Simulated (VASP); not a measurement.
# LiScBH4 (F-43m) in VASP: notebook

Aim: see how the results for LiScBH4 move with the level of theory and the settings. Levels: PBE, PBE+U. Tasks: single point, relaxation of cell and atoms.

Program: VASP 6.6.1. These are calculated values, not measurements. Logs are shortened: lines on timing, memory, paths and dates and some standing lists are left out, and cuts for length are marked.

## Step 1: The cell of the first run

It takes space group F-43m (No. 216, cubic). Conventional cell: a = 6.893 Å, b = 6.893 Å, c = 6.893 Å, α = 90.00°, β = 90.00°, γ = 90.00°. Li (site symmetry -43m) has 4 H at 1.75 Å within 2.3 Å. Within 3.8 Å of Sc (site symmetry -43m) lie 12 H at 2.91 Å and 4 Li at 2.98 Å and 6 B at 3.45 Å. B (site symmetry -43m) has 4 H at 1.24 Å within 1.7 Å. H (site symmetry 3m) has 1 B at 1.24 Å within 1.7 Å.

## Step 2: Single point, PBE

Contents of INCAR:

```
SYSTEM = LiScBH4
PREC = Accurate ; ENCUT = 520
EDIFF = 1E-6 ; ISMEAR = 0
SIGMA = 0.1 ; LREAL = .False.
LASPH = .True. ; NELM = 100
ALGO = Normal ; ISIF = 2
LWAVE = .False. ; LCHARG = .False.
GGA = PE ; NBANDS = 20
```

Contents of KPOINTS:

```
Automatic mesh
0
Gamma
  6 6 6
  0 0 0
```

Contents of POSCAR:

```
LiScBH4
1.0
    0.0000000000      3.4465315465      3.4465315465
    3.4465315465      0.0000000000      3.4465315465
    3.4465315465      3.4465315465      0.0000000000
Li Sc B H
1 1 1 4
Direct
    0.0000000000      0.0000000000      0.0000000000
    0.2500000000      0.2500000000      0.2500000000
    0.7500000000      0.7500000000      0.7500000000
    0.8538109022      0.8538109022      0.4385672934
    0.4385672934      0.8538109022      0.8538109022
    0.8538109022      0.8538109022      0.8538109022
    0.8538109022      0.4385672934      0.8538109022
```

Potentials or basis: VASP PAW PBE potentials, release 64 (Li_sv, Sc_sv, B, H).

Started as:

```sh
$ cat potpaw_PBE.64/Li_sv/POTCAR potpaw_PBE.64/Sc_sv/POTCAR potpaw_PBE.64/B/POTCAR potpaw_PBE.64/H/POTCAR > POTCAR
$ mpirun -np 1 vasp_std > vasp.out
```

OUTCAR:

```text
SYSTEM = LiScBH4
   PREC = Accurate
   ENCUT = 520
   EDIFF = 1E-6
   ISMEAR = 0
   LREAL = .False.
   LASPH = .True.
   NELM = 100
   ISIF = 2
   GGA = PE

 ion  position               nearest neighbor table
   1  0.000  0.000  0.000-   6 1.75   5 1.75   4 1.75   7 1.75   2 2.98   2 2.98   2 2.98   2 2.98

   2  0.250  0.250  0.250-   1 2.98   1 2.98   1 2.98   1 2.98
   3  0.750  0.750  0.750-   4 1.24   5 1.24   7 1.24   6 1.24
   4  0.854  0.854  0.439-   3 1.24   1 1.75
   5  0.439  0.854  0.854-   3 1.24   1 1.75
   6  0.854  0.854  0.854-   3 1.24   1 1.75
   7  0.854  0.439  0.854-   3 1.24   1 1.75

  LATTYP: Found a face centered cubic cell.
 ALAT       =     6.8930630930

  Lattice vectors:

 A1 = (   0.0000000000,   3.4465315465,   3.4465315465)
 A2 = (   3.4465315465,   0.0000000000,   3.4465315465)
 A3 = (   3.4465315465,   3.4465315465,   0.0000000000)

Analysis of symmetry for initial positions (statically):
=====================================================================
 Subroutine PRICEL returns:
 Original cell was already a primitive cell.

 Routine SETGRP: Setting up the symmetry group for a
 face centered cubic supercell.

 Subroutine GETGRP returns: Found 24 space group operations
 (whereof 24 operations were pure point group operations)
 out of a pool of 48 trial point group operations.

The static configuration has the point symmetry T_d .

Analysis of symmetry for dynamics (positions and initial velocities):
=====================================================================
 Subroutine PRICEL returns:
 Original cell was already a primitive cell.

 Routine SETGRP: Setting up the symmetry group for a
 face centered cubic supercell.

 Subroutine GETGRP returns: Found 24 space group operations
 (whereof 24 operations were pure point group operations)
 out of a pool of 48 trial point group operations.

The dynamic configuration has the point symmetry T_d .

 Subroutine INISYM returns: Found 24 space group operations
 (whereof 24 operations are pure point group operations),
 and found     1 'primitive' translations

----------------------------------------------------------------------------------------

                                     Primitive cell

  volume of cell :      81.8798

  direct lattice vectors                    reciprocal lattice vectors
     0.000000000  3.446531547  3.446531547    -0.145073386  0.145073386  0.145073386
     3.446531547  0.000000000  3.446531547     0.145073386 -0.145073386  0.145073386
     3.446531547  3.446531547  0.000000000     0.145073386  0.145073386 -0.145073386

  length of vectors
     4.874131656  4.874131656  4.874131656     0.251274475  0.251274475  0.251274475

  position of ions in fractional coordinates (direct lattice)
     0.000000000  0.000000000  0.000000000
     0.250000000  0.250000000  0.250000000
     0.750000000  0.750000000  0.750000000
     0.853810902  0.853810902  0.438567293
     0.438567293  0.853810902  0.853810902
     0.853810902  0.853810902  0.853810902
     0.853810902  0.438567293  0.853810902

  ion indices of the primitive-cell ions
   primitive index   ion index
                 1           1
                 2           2
                 3           3
                 4           4
                 5           5
                 6           6
                 7           7

----------------------------------------------------------------------------------------

 KPOINTS: Automatic mesh

Automatic generation of k-mesh.
 Grid dimensions read from file:
 generate k-points for:    6    6    6

 Generating k-lattice:

  Cartesian coordinates                     Fractional coordinates (reciprocal lattice)
    -0.024178898  0.024178898  0.024178898     0.166666667  0.000000000  0.000000000
     0.024178898 -0.024178898  0.024178898     0.000000000  0.166666667  0.000000000
     0.024178898  0.024178898 -0.024178898     0.000000000  0.000000000  0.166666667

  Length of vectors
     0.041879079  0.041879079  0.041879079

  Shift w.r.t. Gamma in fractional coordinates (k-lattice)
     0.000000000  0.000000000  0.000000000

 Subroutine IBZKPT returns following result:
 ===========================================

 Found     16 irreducible k-points:

 Following reciprocal coordinates:
            Coordinates               Weight
  0.000000  0.000000  0.000000      1.000000
  0.166667  0.000000  0.000000      8.000000
  0.333333  0.000000  0.000000      8.000000
  0.500000  0.000000  0.000000      4.000000
  0.166667  0.166667  0.000000      6.000000
  0.333333  0.166667  0.000000     24.000000
[... 8 lines left out ...]
 -0.333333  0.333333  0.166667     24.000000
 -0.333333  0.500000  0.166667     12.000000
   k-points           NKPTS =     16   k-points in BZ     NKDIM =     16   number of bands    NBANDS=     20
   number of dos      NEDOS =    301   number of ions     NIONS =      7
   total plane-waves  NPLWV =  46656
   dimension x,y,z NGX =    36 NGY =   36 NGZ =   36
   dimension x,y,z NGXF=    72 NGYF=   72 NGZF=   72
   ions per type =               1   1   1   4
   NGX,Y,Z   is equivalent  to a cutoff of  12.28, 12.28, 12.28 a.u.
   NGXF,Y,Z  is equivalent  to a cutoff of  24.56, 24.56, 24.56 a.u.
 SYSTEM =  LiScBH4
   PREC   = accura    normal or accurate (medium, high low for compatibility)
   ISTART =      0    job   : 0-new  1-cont  2-samecut
   ICHARG =      2    charge: 1-file 2-atom 10-const
   ISPIN  =      1    spin polarized calculation?
   LNONCOLLINEAR =      F non collinear calculations
   LSORBIT =      F    spin-orbit coupling
   LASPH  =      T    aspherical Exc in radial PAW
   ENCUT  =  520.0 eV  38.22 Ry    6.18 a.u.   9.06  9.06  9.06*2*pi/ulx,y,z
   NELM   =    100;   NELMIN=  2; NELMDL= -5     # of ELM steps
   EDIFF  = 0.1E-05   stopping-criterion for ELM
   LREAL  =      F    real-space projection
   EDIFFG = 0.1E-04   stopping-criterion for IOM
   NSW    =      0    number of steps for IOM
   IBRION =     -1    ionic relax: 0-MD 1-quasi-New 2-CG
   NFREE  =      0    steps in history (QN), initial steepest desc. (CG)
   ISIF   =      2    stress and relaxation
   ISYM   =      2    0-nonsym 1-usesym 2-fastsym
   POTIM  = 0.5000    time-step for ionic-motion
   TEBEG  =    0.0;   TEEND  =   0.0 temperature during run
   PSTRESS=    0.0 pullay stress
   NELECT =      21.0000    total number of electrons
   NUPDOWN=      -1.0000    fix difference up-down
   EMIN   =  10.00;   EMAX   =-10.00  energy-range for DOS
   EFERMI =   0.00;   METHOD = LEGACY
   ISMEAR =     0;   SIGMA  =   0.10  broadening in eV -4-tet -1-fermi 0-gaus
   EFERMI_NEDOS =   21; number of points for ismear=-14 and -15
   IALGO  =     38    algorithm
   IMIX   =      4    mixing-type and parameters
     AMIX     =   0.40;   BMIX     =  1.00
     AMIX_MAG =   1.60;   BMIX_MAG =  1.00
  volume/ion in A,a.u.               =      11.70        78.94
  Fermi-wavevector in a.u.,A,eV,Ry     =   1.040133  1.965567 14.719834  1.081877
  Thomas-Fermi vector in A             =   2.174695
   LORBIT       =      0    0 simple, 1 ext, 2 COOP (PROOUT), +10 PAW based schemes
   GGA     = PE    functional components
   LHFCALC =     F    Hartree Fock is set to
   AEXX    =    0.0000 exact exchange contribution
   IVDW    =     0    specifies the selected vdW correction
   LEPSILON=     F    determine dielectric tensor
   LRPA    =     F    only Hartree local field effects (RPA)
 non-spin polarized calculation
 Gauss-broadening in eV      SIGMA  =   0.10
  energy-cutoff  :      520.00
  volume of cell :       81.88
 maximum number of plane-waves:      2229
   NGX = 19   NGY = 19   NGZ = 19

 number of electron      20.9999982 magnetization

 Free energy of the ion-electron system (eV)
  ---------------------------------------------------
  ext. energy  EPLUGINS =         0.00000000
  ---------------------------------------------------
  free energy    TOTEN  =       -25.81897193 eV

  energy without entropy =      -25.79457033  energy(sigma->0) =      -25.80677113

 E-fermi :   2.3412     XC(G=0):  -8.2729

 val. band max:        2.3316201067   @ k =   0.3333   0.1667   0.0000
 cond. band min:       2.3892065062   @ k =  -0.1667   0.1667   0.0000
 fundamental gap:      0.0575863995
 Fermi energy:         2.3412011959

 k-point     1 :       0.0000    0.0000    0.0000
  band No.  band energies     occupation
      1     -48.5680      2.00000
      2     -45.2159      2.00000
      3     -27.2054      2.00000
      4     -27.2054      2.00000
      5     -27.2054      2.00000
      6      -9.0163      2.00000
[... 12 lines left out ...]
     19       7.6407      0.00000
     20       8.9683      0.00000

 k-point     2 :       0.1667    0.0000    0.0000
  band No.  band energies     occupation
      1     -48.5680      2.00000
      2     -45.2159      2.00000
      3     -27.2064      2.00000
      4     -27.2055      2.00000
      5     -27.2055      2.00000
      6      -8.9230      2.00000
[... 12 lines left out ...]
     19       7.8703      0.00000
     20       8.4712      0.00000

 k-point     3 :       0.3333    0.0000    0.0000
  band No.  band energies     occupation
      1     -48.5679      2.00000
      2     -45.2160      2.00000
      3     -27.2085      2.00000
      4     -27.2058      2.00000
      5     -27.2058      2.00000
      6      -8.7130      2.00000
[... 12 lines left out ...]
     19       8.1760      0.00000
     20       8.4861      0.00000

 k-point     4 :       0.5000    0.0000    0.0000
  band No.  band energies     occupation
      1     -48.5678      2.00000
      2     -45.2160      2.00000
      3     -27.2095      2.00000
      4     -27.2060      2.00000
      5     -27.2060      2.00000
      6      -8.5920      2.00000
[... 245 lines left out ...]
 k-point    15 :      -0.3333    0.3333    0.1667
  band No.  band energies     occupation
      1     -48.5678      2.00000
      2     -45.2160      2.00000
      3     -27.2086      2.00000
      4     -27.2075      2.00000
      5     -27.2067      2.00000
      6      -8.5248      2.00000
[... 12 lines left out ...]
     19       7.3001      0.00000
     20       7.9323      0.00000

 k-point    16 :      -0.3333    0.5000    0.1667
  band No.  band energies     occupation
      1     -48.5677      2.00000
      2     -45.2160      2.00000
      3     -27.2085      2.00000
      4     -27.2076      2.00000
      5     -27.2071      2.00000
      6      -8.5074      2.00000
[... 12 lines left out ...]
     19       7.1798      0.00000
     20       8.0830      0.00000

------------------------ aborting loop because EDIFF is reached ----------------------------------------

  FORCE on cell =-STRESS in cart. coord.  units (eV):
  Direction    XX          YY          ZZ          XY          YZ          ZX
  --------------------------------------------------------------------------------------
  -------------------------------------------------------------------------------------
  Total        0.0015088      0.0015088      0.0015088      0.0000000     -0.0000000     -0.0000000
  in kB        0.0295241      0.0295241      0.0295241      0.0000000     -0.0000000     -0.0000000
  external PRESSURE =       0.0295241 kB  Pullay stress =       0.0000000 kB

 VOLUME and BASIS-vectors are now :
 -----------------------------------------------------------------------------
  energy-cutoff  :      520.00
  volume of cell :       81.88
      direct lattice vectors                 reciprocal lattice vectors
     0.000000000  3.446531547  3.446531547    -0.145073386  0.145073386  0.145073386
     3.446531547  0.000000000  3.446531547     0.145073386 -0.145073386  0.145073386
     3.446531547  3.446531547  0.000000000     0.145073386  0.145073386 -0.145073386

 POSITION                                       TOTAL-FORCE (eV/Angst)
 -----------------------------------------------------------------------------------
      0.00000      0.00000      0.00000         0.000000      0.000000      0.000000
      1.72327      1.72327      1.72327        -0.000000      0.000000      0.000000
      5.16980      5.16980      5.16980         0.000000      0.000000     -0.000000
      4.45422      4.45422      5.88537        -0.009084     -0.009084      0.009084
      5.88537      4.45422      4.45422         0.009084     -0.009084     -0.009084
      5.88537      5.88537      5.88537         0.009084      0.009084      0.009084
      4.45422      5.88537      4.45422        -0.009084      0.009084     -0.009084
 -----------------------------------------------------------------------------------
    total drift:                               -0.000000     -0.000000     -0.000000

  FREE ENERGIE OF THE ION-ELECTRON SYSTEM (eV)
  ---------------------------------------------------
  free  energy   TOTEN  =       -25.8189719285 eV

  energy  without entropy=      -25.7945703301  energy(sigma->0) =      -25.80677113
```

Run time: 1.8 min. Hardware: 1 thread of AMD EPYC 7R13, shared host; peak memory 0.18 GiB.

What came out:

```
Free energy   : -25.8190 eV
Largest force : 0.016 eV/Å
```

Forces on the atoms (eV/Å):
```
Li   0.000  0.000  0.000
Sc   0.000  0.000  0.000
B    0.000  0.000  0.000
H   -0.009 -0.009  0.009
H    0.009 -0.009 -0.009
H    0.009  0.009  0.009
H   -0.009  0.009 -0.009
```

Caveat: the cutoff is under 1.25 times the usual one of these potentials, so pressure, stress and relaxed cells hold a basis-set (Pulay) error.

(Part 1 of 2 ends here.)
